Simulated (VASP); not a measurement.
**Co: single point with PBE**

The system is Co.

```xyz
2
Lattice="3.6170 1.8085 1.8085 1.8085 3.6170 1.8085 1.8085 1.8085 3.6170" Properties=species:S:1:pos:R:3 pbc="T T T"
Co    0.0000    0.0000    0.0000
Co    3.6170    3.6170    3.6170
```

```json
{
 "Program": "VASP 6.6.1",
 "Task": "single point",
 "Functional": "PBE",
 "Potentials or basis": "VASP PAW PBE potentials, release 64 (Co)",
 "Cutoff": "520 eV",
 "k mesh": "12 × 12 × 12",
 "Occupations": "fermi-dirac, width 0.1 eV",
 "Spin": "collinear spin, ferromagnetic start",
 "Starting moments": "[3.0, 3.0] μB"
}
```

```yaml
Pressure: -14.0 GPa
Net_moment: 3.41 μB per cell
Site_moments: Co +1.74 μB
Valence_electrons_inside_the_program's_atomic_spheres: Co 8.12
```

Stress tensor (GPa, compression positive):
```
-13.98  -0.07  -0.07
 -0.07 -13.98  -0.07
 -0.07  -0.07 -13.98
```

Levels at points of the mesh, in eV from the Fermi level:
Spin up:
| k point | band 8 | band 9 | band 10 | band 11 | band 12 | band 13 | band 14 | band 15 |
| --- | --- | --- | --- | --- | --- | --- | --- | --- |
| (0.00, 0.00, 0.00) | -1.76 | -1.76 | -0.95 | -0.95 | -0.24 | 5.38 | 20.90 | 22.30 |
| (0.50, 0.00, 0.00) | -1.94 | -0.89 | -0.89 | 2.04 | 2.04 | 8.04 | 8.04 | 13.80 |
| (0.50, 0.50, 0.00) | -0.95 | -0.71 | -0.71 | -0.24 | 2.36 | 5.38 | 8.69 | 14.01 |
| (0.50, 0.50, 0.50) | -2.49 | -1.61 | -1.61 | -1.61 | -1.61 | 13.70 | 13.70 | 22.42 |
Spin down:
```tsv
k point	band 4	band 5	band 6	band 7	band 8	band 9	band 10	band 11
(0.00, 0.00, 0.00)	-1.00	-1.00	-0.98	-0.98	-0.30	0.32	0.32	1.03
(0.50, 0.00, 0.00)	-2.36	-1.18	-1.18	-0.05	-0.05	1.08	1.08	3.06
(0.50, 0.50, 0.00)	-0.98	-0.98	-0.30	1.03	1.03	1.10	1.16	1.16
(0.50, 0.50, 0.50)	-1.50	-0.75	-0.75	-0.75	-0.75	0.38	0.38	0.38
```

It took 5.2 min on 1 thread of Intel(R) Xeon(R) Platinum 8488C (Sapphire Rapids), on a shared host, peak memory 0.33 GiB.
